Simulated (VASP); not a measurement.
# AgBr (R-3m) in VASP: a series of runs, part 2 of 2

VASP 6.6.1. Earlier steps stand in the parts before.

## Step 3: Single point, revPBE+D3(BJ)

This run uses another cell than the first one, of 23.30 Å³/atom.

Input file INCAR:

```
SYSTEM = AgBr
PREC     = Accurate       ! precision mode
ENCUT    = 500            ! plane-wave cutoff, eV
EDIFF    = 1E-6           ! SCF threshold, eV
ISMEAR   = 1              ! smearing method
SIGMA    = 0.2            ! smearing width, eV
LREAL    = .False.        ! projectors in reciprocal space
LASPH    = .True.         ! aspherical terms in the spheres
NELM     = 120            ! most SCF steps
ALGO     = Normal         ! electronic algorithm
ISIF     = 2              ! what is computed and relaxed
LWAVE    = .False.        ! write WAVECAR
LCHARG   = .False.        ! write CHGCAR
GGA      = RE             ! functional
IVDW     = 12             ! dispersion correction
NBANDS   = 16             ! bands
ISYM     = 0            
GGA_COMPAT= .False.
```

Input file KPOINTS:

```
Automatic mesh
0
Gamma
  5 5 5
  0.5 0.5 0.5
```

Input file POSCAR:

```
AgBr
1.0
   -0.0028344370      2.8548097163      2.8548097163
    2.8548097163     -0.0028344370      2.8548097163
    2.8548097163      2.8548097163     -0.0028344370
Ag Br
1 1
Direct
    0.0000000000      0.0000000000      0.0000000000
    0.5000000000      0.5000000000      0.5000000000
```

Potentials or basis: VASP PAW PBE potentials, release 64 (Ag, Br).

Launch:

```bash
$ cat potpaw_PBE.64/Ag/POTCAR potpaw_PBE.64/Br/POTCAR > POTCAR
$ mpirun -np 1 vasp_std > vasp.out
```

OUTCAR:

```text
SYSTEM = AgBr
   PREC = Accurate
   ENCUT = 500
   EDIFF = 1E-6
   ISMEAR = 1
   LREAL = .False.
   LASPH = .True.
   NELM = 120
   ISIF = 2
   GGA = RE
   IVDW = 12
   ISYM = 0
 IVDW          = 12

 ion  position               nearest neighbor table
   1  0.000  0.000  0.000-   2 2.86   2 2.86   2 2.86   2 2.86   2 2.86   2 2.86
   2  0.500  0.500  0.500-   1 2.86   1 2.86   1 2.86   1 2.86   1 2.86   1 2.86

IMPORTANT INFORMATION: All symmetrisations will be switched off!
NOSYMM: (Re-)initialisation of all symmetry stuff for point group C_1.

----------------------------------------------------------------------------------------

                                     Primitive cell

  volume of cell :      46.6023

  direct lattice vectors                    reciprocal lattice vectors
    -0.002834437  2.854809716  2.854809716    -0.174882398  0.175056204  0.175056204
     2.854809716 -0.002834437  2.854809716     0.175056204 -0.174882398  0.175056204
     2.854809716  2.854809716 -0.002834437     0.175056204  0.175056204 -0.174882398

  length of vectors
     4.037311614  4.037311614  4.037311614     0.303105926  0.303105926  0.303105926

  position of ions in fractional coordinates (direct lattice)
     0.000000000  0.000000000  0.000000000
     0.500000000  0.500000000  0.500000000

[... 129 lines left out ...]
 fundamental gap:      1.3696761541
 Fermi energy:         4.0132732063

 k-point     1 :       0.1000    0.1000    0.1000
  band No.  band energies     occupation
      1     -11.2246      2.00000
      2       0.7463      2.00000
      3       0.7463      2.00000
      4       0.8343      2.00000
      5       1.0764      2.00000
      6       1.0764      2.00000
[... 433 lines left out ...]
      3      -0.2608      2.00000
      4      -0.1216      2.00000
      5       1.3215      2.00000
      6       1.3613      2.00000
[... 8 lines left out ...]
     15      16.4304      0.00000
     16      18.7838      0.00000

 [... further k-points ...]

------------------------ aborting loop because EDIFF is reached ----------------------------------------

 Edisp (eV)   -1.44527

 E8    (eV) :    -0.9987

  FORCE on cell =-STRESS in cart. coord.  units (eV):
  Direction    XX          YY          ZZ          XY          YZ          ZX
  --------------------------------------------------------------------------------------
  -------------------------------------------------------------------------------------
  Total      -0.01721    -0.01720    -0.01721    -0.00316    -0.00316    -0.00316
  in kB      -0.59176    -0.59149    -0.59151    -0.10867    -0.10863    -0.10863
  external pressure =       -0.59 kB  Pullay stress =        0.00 kB

 VOLUME and BASIS-vectors are now :
 -----------------------------------------------------------------------------
  energy-cutoff  :      500.00
  volume of cell :       46.60
      direct lattice vectors                 reciprocal lattice vectors
    -0.002834437  2.854809716  2.854809716    -0.174882398  0.175056204  0.175056204
     2.854809716 -0.002834437  2.854809716     0.175056204 -0.174882398  0.175056204
     2.854809716  2.854809716 -0.002834437     0.175056204  0.175056204 -0.174882398

 POSITION                                       TOTAL-FORCE (eV/Angst)
 -----------------------------------------------------------------------------------
      0.00000      0.00000      0.00000         0.000000     -0.000000     -0.000000
      2.85339      2.85339      2.85339        -0.000000      0.000000      0.000000
 -----------------------------------------------------------------------------------
    total drift:                                0.000000      0.000000     -0.000000

  FREE ENERGIE OF THE ION-ELECTRON SYSTEM (eV)
  ---------------------------------------------------
  free  energy   TOTEN  =        -5.7417382273 eV

  energy  without entropy=       -5.7433001687  energy(sigma->0) =       -5.74225887
```

OSZICAR:

```text
N       E                     dE             d eps       ncg     rms          rms(c)
DAV:   1     0.968532346053E+02    0.96853E+02   -0.82339E+03  2048   0.970E+02
DAV:   2    -0.108652206438E+01   -0.97940E+02   -0.90870E+02  2472   0.211E+02
DAV:   3    -0.438632931796E+01   -0.32998E+01   -0.32925E+01  2528   0.408E+01
DAV:   4    -0.440356370945E+01   -0.17234E-01   -0.17234E-01  2512   0.319E+00
DAV:   5    -0.440373168518E+01   -0.16798E-03   -0.16797E-03  2544   0.309E-01    0.614E+00
DAV:   6    -0.429961384694E+01    0.10412E+00   -0.14548E-01  2520   0.550E+00    0.402E+00
DAV:   7    -0.429561881228E+01    0.39950E-02   -0.69885E-02  2344   0.175E+00    0.149E+00
DAV:   8    -0.429626905193E+01   -0.65024E-03   -0.43778E-03  2520   0.678E-01    0.255E-01
DAV:   9    -0.429639721930E+01   -0.12817E-03   -0.65358E-04  2520   0.229E-01    0.328E-02
DAV:  10    -0.429644810342E+01   -0.50884E-04   -0.46574E-05  2592   0.787E-02    0.192E-02
DAV:  11    -0.429646446589E+01   -0.16362E-04   -0.28256E-05  2392   0.398E-02    0.616E-03
DAV:  12    -0.429646453770E+01   -0.71807E-07   -0.11154E-06  1776   0.852E-03
   1 F= -.57417382E+01 E0= -.57422589E+01  d E =0.156194E-02
```

stdout:

```text
POSCAR found type information on POSCAR AgBr
 POSCAR found :  2 types and       2 ions
 scaLAPACK will be used
 -----------------------------------------------------------------------------
|                                                                             |
|                                                                             |
|     You enforced a specific xc type in the INCAR file but a different       |
|     I HOPE YOU KNOW WHAT YOU ARE DOING!                                     |
|                                                                             |
 -----------------------------------------------------------------------------

 LDA part: xc-table for (Slater+PW92), standard interpolation
 POSCAR, INCAR and KPOINTS ok, starting setup
 FFT: planning ... GRIDC
 FFT: planning ... GRID_SOFT
 FFT: planning ... GRID
 WAVECAR not read
 entering main loop
```

Wall time 71 s (1 thread of Oxide Virtual Turin-like, shared host); peak memory 0.17 GiB.

Results:

```yaml
Free_energy: -5.7417 eV
Pressure: -0.1 GPa
Band_gap_on_the_k_mesh: 1.37 eV (least direct gap 3.02 eV)
Dispersion_energy_per_atom: -0.723 eV
```

Caveat: the PAW data sets were made with another functional, which shifts forces and pressure a little; a shifted mesh leaves out Γ, where band edges can lie. A k mesh can miss the band edges.

## Step 4: Single point, PBE+D3(BJ)

This run uses another cell than the first one, of 23.52 Å³/atom.

Input file INCAR:

```
PREC = Accurate ; ENCUT = 500
EDIFF = 1E-6 ; ISMEAR = 1
SIGMA = 0.176 ; LREAL = False
LASPH = True ; NELM = 120
ALGO = Normal ; ISIF = 2
LWAVE = False ; LCHARG = False
GGA = PE ; IVDW = 12
ISYM = 0 ; NBANDS = 16
GGA_COMPAT = False
```

KPOINTS is that of step 3.

Input file POSCAR:

```
AgBr
1.0
   -0.0030394819      2.8637620695      2.8637620695
    2.8637620695     -0.0030394819      2.8637620695
    2.8637620695      2.8637620695     -0.0030394819
Ag Br
1 1
Direct
    0.0000000000      0.0000000000      0.0000000000
    0.5000000000      0.5000000000      0.5000000000
```

Launch:

```bash
$ cat potpaw_PBE.64/Ag/POTCAR potpaw_PBE.64/Br/POTCAR > POTCAR
$ mpirun -np 1 vasp_std > vasp.out
```

Run time: 71 s. Hardware: 1 thread of Oxide Virtual Turin-like, shared host; peak memory 0.17 GiB.

Results (log left out):

```
Free energy                : -5.7136 eV
Pressure                   : 0.0 GPa
Band gap on the k mesh     : 1.26 eV (least direct gap 2.88 eV)
Dispersion energy per atom : -0.367 eV
```

Levels at points of the mesh, in eV from the valence-band top:
| k point | band 6 | band 7 | band 8 | band 9 | band 10 | band 11 | band 12 | band 13 |
| --- | --- | --- | --- | --- | --- | --- | --- | --- |
| (0.50, 0.50, 0.50) | -2.51 | -2.16 | 0.00 | 0.00 | 3.71 | 6.63 | 6.74 | 6.74 |

Caveat: a shifted mesh leaves out Γ, where band edges can lie.

## Step 5: Single point, r2SCAN

This run uses another cell than the first one, of 24.20 Å³/atom.

Input file POSCAR:

```
AgBr
1.0
   -0.0020067199      2.8915307788      2.8915307788
    2.8915307788     -0.0020067199      2.8915307788
    2.8915307788      2.8915307788     -0.0020067199
Ag Br
1 1
Direct
    0.0000000000      0.0000000000      0.0000000000
    0.5000000000      0.5000000000      0.5000000000
```

Input file INCAR.step1:

```
SYSTEM = AgBr
  PREC = Accurate
  ENCUT = 550
  ISMEAR = 1
  SIGMA = 0.2
  LREAL = .FALSE.
  LASPH = .TRUE.
  NELM = 120
  ISYM = 0
  NBANDS = 16
  GGA = PE
  ALGO = Normal
  EDIFF = 1E-5
  LWAVE = .TRUE.
  LCHARG = .FALSE.
  GGA_COMPAT = .FALSE.
```

Input file INCAR.step2:

```
SYSTEM = AgBr
  PREC = Accurate
  ENCUT = 550
  EDIFF = 1E-6
  ISMEAR = 1
  SIGMA = 0.2
  LREAL = .FALSE.
  LASPH = .TRUE.
  NELM = 120
  ALGO = Normal
  ISIF = 2
  LWAVE = .FALSE.
  LCHARG = .TRUE.
  METAGGA = R2SCAN
  LMIXTAU = .TRUE.
  LELF = .TRUE.
  LVHAR = .TRUE.
  ISYM = 0
  NBANDS = 16
  ISTART = 1
  GGA_COMPAT = .FALSE.
```

KPOINTS is that of step 4.

Launch:

```bash
$ cat potpaw_PBE.64/Ag/POTCAR potpaw_PBE.64/Br/POTCAR > POTCAR
$ cp INCAR.step1 INCAR
$ mpirun -np 1 vasp_std > vasp.out
$ cp INCAR.step2 INCAR
$ mpirun -np 1 vasp_std > vasp.out
```

Wall time 5.8 min (1 thread of Oxide Virtual Turin-like, shared host); peak memory 0.19 GiB.

It converged, with:

| Property | Result |
| --- | --- |
| Free energy | -35.5132 eV |
| Pressure | -0.1 GPa |
| Band gap on the k mesh | 1.78 eV (least direct gap 3.37 eV) |

Levels at points of the mesh, in eV from the valence-band top:
```tsv
k point	band 6	band 7	band 8	band 9	band 10	band 11	band 12	band 13
(0.50, 0.50, 0.50)	-2.40	-2.06	0.00	0.00	4.30	7.09	7.41	7.41
```

Caveat: the PAW data sets were made with another functional, which shifts forces and pressure a little; a shifted mesh leaves out Γ, where band edges can lie.

## Step 6: Overview

| level | potentials or basis | cell | cutoff (eV) | smearing | gap on the mesh (eV) | pressure (GPa) |
| --- | --- | --- | --- | --- | --- | --- |
| LDA | VASP PAW LDA potentials, release 64 (Ag, Br) | a = 3.945 Å, angles 60.1°, 2 atoms | 500 | methfessel-paxton 0.147 eV | 1.08 | 0.1 |
| revPBE+D3(BJ) | VASP PAW PBE potentials, release 64 (Ag, Br) | a = 4.037 Å, angles 60.1°, 2 atoms | 500 | methfessel-paxton 0.2 eV | 1.37 | -0.1 |
| PBE+D3(BJ) | VASP PAW PBE potentials, release 64 (Ag, Br) | a = 4.050 Å, angles 60.1°, 2 atoms | 500 | methfessel-paxton 0.176 eV | 1.26 | 0.0 |
| r2SCAN | VASP PAW PBE potentials, release 64 (Ag, Br) | a = 4.089 Å, angles 60.0°, 2 atoms | 550 | methfessel-paxton 0.2 eV | 1.78 | -0.1 |

Alike in all rows: task single point; no spin polarisation; k mesh 5 × 5 × 5, shifted.

Caveats: a shifted mesh leaves out Γ, where band edges can lie; the PAW data sets were made with another functional, which shifts forces and pressure a little (at least some runs).

Total energies depend on the potentials used, so only differences within one code and one set of settings carry meaning.
